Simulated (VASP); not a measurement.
# Zn (Pm-3m) in VASP: notebook, part 2 of 2

VASP 6.6.1.

## 3. Relaxation of cell and atoms, PBE, target pressure 54 GPa, at which the enthalpy is minimised

This run uses another cell than the first one, of 12.13 Å³/atom.

Input file INCAR:

```
SYSTEM = Zn
  PREC = Accurate
  ENCUT = 600
  EDIFF = 1E-7
  ISMEAR = -1
  SIGMA = 0.05
  LREAL = .FALSE.
  LASPH = .TRUE.
  NELM = 80
  ALGO = Normal
  ISIF = 3
  LWAVE = .FALSE.
  LCHARG = .FALSE.
  GGA = PE
  IBRION = 2
  NSW = 32
  EDIFFG = -0.005
  PSTRESS = 540.0
```

Input file KPOINTS:

```
Automatic mesh
0
G
  17 17 17
  0 0 0
```

Input file POSCAR:

```
Zn
1.0
    2.2976283564      0.0000000000      0.0000000000
    0.0000000000      2.2976283564      0.0000000000
    0.0000000000      0.0000000000      2.2976283564
Zn
1
Direct
    0.0000000000      0.0000000000      0.0000000000
```

Potentials or basis: VASP PAW PBE potentials, release 64 (Zn).

The run is started by

```
$ cat potpaw_PBE.64/Zn/POTCAR > POTCAR
$ mpirun -np 1 vasp_std > vasp.out
```

OUTCAR:

```text
SYSTEM = Zn
   PREC = Accurate
   ENCUT = 600
   EDIFF = 1E-7
   ISMEAR = -1
   LREAL = .FALSE.
   LASPH = .TRUE.
   NELM = 80
   ISIF = 3
   GGA = PE
   IBRION = 2
   NSW = 32
   EDIFFG = -0.005
   PSTRESS = 540.0

 ion  position               nearest neighbor table
   1  0.000  0.000  0.000-

  LATTYP: Found a simple cubic cell.
 ALAT       =     2.2976283564

  Lattice vectors:

 A1 = (   2.2976283564,   0.0000000000,   0.0000000000)
 A2 = (   0.0000000000,   2.2976283564,   0.0000000000)
 A3 = (   0.0000000000,   0.0000000000,   2.2976283564)

Analysis of symmetry for initial positions (statically):
=====================================================================
 Subroutine PRICEL returns:
 Original cell was already a primitive cell.

 Routine SETGRP: Setting up the symmetry group for a
 simple cubic supercell.

 Subroutine GETGRP returns: Found 48 space group operations
 (whereof 48 operations were pure point group operations)
 out of a pool of 48 trial point group operations.

The static configuration has the point symmetry O_h .

Analysis of symmetry for dynamics (positions and initial velocities):
=====================================================================
 Subroutine PRICEL returns:
 Original cell was already a primitive cell.

 Routine SETGRP: Setting up the symmetry group for a
 simple cubic supercell.

 Subroutine GETGRP returns: Found 48 space group operations
 (whereof 48 operations were pure point group operations)
 out of a pool of 48 trial point group operations.

The dynamic configuration has the point symmetry O_h .

 Subroutine INISYM returns: Found 48 space group operations
 (whereof 48 operations are pure point group operations),
 and found     1 'primitive' translations

----------------------------------------------------------------------------------------

                                     Primitive cell

  volume of cell :      12.1294

  direct lattice vectors                    reciprocal lattice vectors
     2.297628356  0.000000000  0.000000000     0.435231397  0.000000000  0.000000000
     0.000000000  2.297628356  0.000000000     0.000000000  0.435231397  0.000000000
     0.000000000  0.000000000  2.297628356     0.000000000  0.000000000  0.435231397

  length of vectors
     2.297628356  2.297628356  2.297628356     0.435231397  0.435231397  0.435231397

  position of ions in fractional coordinates (direct lattice)
     0.000000000  0.000000000  0.000000000

  ion indices of the primitive-cell ions
   primitive index   ion index
                 1           1

----------------------------------------------------------------------------------------

 KPOINTS: Automatic mesh

Automatic generation of k-mesh.
 Grid dimensions read from file:
 generate k-points for:   17   17   17

 Generating k-lattice:

  Cartesian coordinates                     Fractional coordinates (reciprocal lattice)
     0.025601847  0.000000000  0.000000000     0.058823529  0.000000000  0.000000000
     0.000000000  0.025601847  0.000000000     0.000000000  0.058823529  0.000000000
     0.000000000  0.000000000  0.025601847     0.000000000  0.000000000  0.058823529

  Length of vectors
     0.025601847  0.025601847  0.025601847

  Shift w.r.t. Gamma in fractional coordinates (k-lattice)
     0.000000000  0.000000000  0.000000000

 Subroutine IBZKPT returns following result:
 ===========================================

 Found    165 irreducible k-points:

 Following reciprocal coordinates:
            Coordinates               Weight
  0.000000  0.000000  0.000000      1.000000
  0.058824  0.000000  0.000000      6.000000
  0.117647  0.000000  0.000000      6.000000
  0.176471  0.000000  0.000000      6.000000
  0.235294  0.000000  0.000000      6.000000
  0.294118  0.000000  0.000000      6.000000
[... 16 lines left out ...]
  0.411765  0.117647  0.000000     24.000000
  0.470588  0.117647  0.000000     24.000000
 [... further k-points ...]
   k-points           NKPTS =    165   k-points in BZ     NKDIM =    165   number of bands    NBANDS=     10
   number of dos      NEDOS =    301   number of ions     NIONS =      1
   total plane-waves  NPLWV =   5832
   dimension x,y,z NGX =    18 NGY =   18 NGZ =   18
   dimension x,y,z NGXF=    36 NGYF=   36 NGZF=   36
   ions per type =               1
   NGX,Y,Z   is equivalent  to a cutoff of  13.02, 13.02, 13.02 a.u.
   NGXF,Y,Z  is equivalent  to a cutoff of  26.05, 26.05, 26.05 a.u.
 SYSTEM =  Zn
   PREC   = accura    normal or accurate (medium, high low for compatibility)
   ISTART =      0    job   : 0-new  1-cont  2-samecut
   ICHARG =      2    charge: 1-file 2-atom 10-const
   ISPIN  =      1    spin polarized calculation?
   LNONCOLLINEAR =      F non collinear calculations
   LSORBIT =      F    spin-orbit coupling
   LASPH  =      T    aspherical Exc in radial PAW
   ENCUT  =  600.0 eV  44.10 Ry    6.64 a.u.   4.59  4.59  4.59*2*pi/ulx,y,z
   NELM   =     80;   NELMIN=  2; NELMDL= -5     # of ELM steps
   EDIFF  = 0.1E-06   stopping-criterion for ELM
   LREAL  =      F    real-space projection
   EDIFFG = -.5E-02   stopping-criterion for IOM
   NSW    =     32    number of steps for IOM
   IBRION =      2    ionic relax: 0-MD 1-quasi-New 2-CG
   NFREE  =      1    steps in history (QN), initial steepest desc. (CG)
   ISIF   =      3    stress and relaxation
   ISYM   =      2    0-nonsym 1-usesym 2-fastsym
   POTIM  = 0.5000    time-step for ionic-motion
   TEBEG  =    0.0;   TEEND  =   0.0 temperature during run
   PSTRESS=  540.0 pullay stress
   NELECT =      12.0000    total number of electrons
   NUPDOWN=      -1.0000    fix difference up-down
   EMIN   =  10.00;   EMAX   =-10.00  energy-range for DOS
   EFERMI =   0.00;   METHOD = LEGACY
   ISMEAR =    -1;   SIGMA  =   0.05  broadening in eV -4-tet -1-fermi 0-gaus
   EFERMI_NEDOS =   21; number of points for ismear=-14 and -15
   IALGO  =     38    algorithm
   IMIX   =      4    mixing-type and parameters
     AMIX     =   0.40;   BMIX     =  1.00
     AMIX_MAG =   1.60;   BMIX_MAG =  1.00
  volume/ion in A,a.u.               =      12.13        81.85
  Fermi-wavevector in a.u.,A,eV,Ry     =   1.631256  3.082627 36.205052  2.660996
  Thomas-Fermi vector in A             =   2.723422
   LORBIT       =      0    0 simple, 1 ext, 2 COOP (PROOUT), +10 PAW based schemes
   GGA     = PE    functional components
   LHFCALC =     F    Hartree Fock is set to
   AEXX    =    0.0000 exact exchange contribution
   IVDW    =     0    specifies the selected vdW correction
   LEPSILON=     F    determine dielectric tensor
   LRPA    =     F    only Hartree local field effects (RPA)
 conjugate gradient relaxation of ions
 non-spin polarized calculation
  energy-cutoff  :      600.00
  volume of cell :       12.13
 maximum number of plane-waves:       437
   NGX =  9   NGY =  9   NGZ =  9

--------------------------------------- Ionic step        1  -------------------------------------------

 number of electron      11.9999991 magnetization

 Free energy of the ion-electron system (eV)
  ---------------------------------------------------
  ext. energy  EPLUGINS =         0.00000000
  ---------------------------------------------------
  free energy    TOTEN  =        -0.17997752 eV

  energy without entropy =       -0.17848237  energy(sigma->0) =       -0.17922994

------------------------ aborting loop because EDIFF is reached ----------------------------------------

  FORCE on cell =-STRESS in cart. coord.  units (eV):
  Direction    XX          YY          ZZ          XY          YZ          ZX
  --------------------------------------------------------------------------------------
  -------------------------------------------------------------------------------------
  Total        4.1632514      4.1632514      4.1632514     -0.0000000     -0.0000000      0.0000000
  in kB      549.9255227    549.9255227    549.9255227     -0.0000000     -0.0000000      0.0000000
  external PRESSURE =       9.9255227 kB  Pullay stress =     540.0000000 kB
[... 61 lines left out ...]
--------------------------------------- Ionic step        3  -------------------------------------------

 number of electron      11.9999988 magnetization

 Free energy of the ion-electron system (eV)
  ---------------------------------------------------
  ext. energy  EPLUGINS =         0.00000000
  ---------------------------------------------------
  free energy    TOTEN  =        -0.19484365 eV

  energy without entropy =       -0.19334295  energy(sigma->0) =       -0.19409330

 E-fermi :   4.7326     XC(G=0): -12.6984

 val. band max:        4.6648586942   @ k =   0.4706   0.2941   0.1176
 cond. band min:       4.8439301838   @ k =   0.4118   0.4118   0.2353
 fundamental gap:      0.1790714896
 Fermi energy:         4.7326076216

 k-point     1 :       0.0000    0.0000    0.0000
  band No.  band energies     occupation
      1      -7.4332      2.00000
      2      -4.9246      2.00000
      3      -4.9246      2.00000
      4      -2.6043      2.00000
      5      -2.6043      2.00000
      6      -2.6043      2.00000
      7      20.5738      0.00000
      8      20.5738      0.00000
      9      20.5738      0.00000
     10      23.8802      0.00000
[... 287 lines left out ...]
 k-point    24 :       0.4706    0.1176    0.0000
  band No.  band energies     occupation
      1      -4.6270      2.00000
      2      -4.3691      2.00000
      3      -3.6602      2.00000
      4      -3.2778      2.00000
      5      -2.6291      2.00000
      6       0.3020      2.00000
      7       2.7887      2.00000
      8      22.6278      0.00000
      9      24.2156      0.00000
     10      27.7976      0.00000

 [... further k-points ...]
[... 5 lines left out ...]
  --------------------------------------------------------------------------------------
  -------------------------------------------------------------------------------------
  Total        4.1052756      4.1052756      4.1052756      0.0000000     -0.0000000      0.0000000
  in kB      540.3204076    540.3204076    540.3204076      0.0000000     -0.0000000      0.0000000
  external PRESSURE =       0.3204076 kB  Pullay stress =     540.0000000 kB
[... 20 lines left out ...]
  energy  without entropy=       -0.1933429545  energy(sigma->0) =       -0.19409330

  enthalpy is  TOTEN    =         3.9079975161 eV   P V=        4.1028411698

 reached required accuracy - stopping structural energy minimisation
```

CONTCAR:

```text
Zn
   1.00000000000000
     2.3003849049976481    0.0000000000000000    0.0000000000000000
    -0.0000000000000000    2.3003849049976481   -0.0000000000000000
    -0.0000000000000000   -0.0000000000000000    2.3003849049976481
  Zn
     1
Direct
     0.0000000000000000    0.0000000000000000    0.0000000000000000

  0.00000000E+00  0.00000000E+00  0.00000000E+00
```

Run time: 50 s. Hardware: 1 thread of Intel Xeon 8259CL, shared host; peak memory 0.14 GiB.

What came out:

```yaml
Free_energy: -0.1948 eV
Relaxed_volume: 12.17 Å³/atom
Relaxed_cell: a = 2.300 Å, b = 2.300 Å, c = 2.300 Å, α = 90.00°, β = 90.00°, γ = 90.00°
Space_group_after_relaxing_to_0.1_Å: Pm-3m (No. 221)
Energy_change_on_relaxing_the_run_minimises_the_enthalpy: -14.9 meV/atom
Ionic_steps: 3
Pressure_after_relaxing: 54.0 GPa
Band_gap_on_the_k_mesh: zero (bands 6 and 7 overlap by 8.83 eV)
```

Step by step:
| step | energy change (eV) | largest force (eV/Å) | pressure (GPa) | volume (Å³) |
| --- | --- | --- | --- | --- |
| 1 | 0.0000 | 0.0000 | 54.99 | 12.13 |
| 2 | -0.0442 | 0.0000 | 52.12 | 12.26 |
| 3 | -0.0149 | 0.0000 | 54.03 | 12.17 |

Final structure:
```
CELL_PARAMETERS angstrom
2.30038 0.00000 0.00000
0.00000 2.30038 0.00000
0.00000 0.00000 2.30038
ATOMIC_POSITIONS crystal
Zn 0.00000 0.00000 0.00000
```

Caveat: the cell is relaxed towards a set pressure, so the run minimises the enthalpy, not the energy.
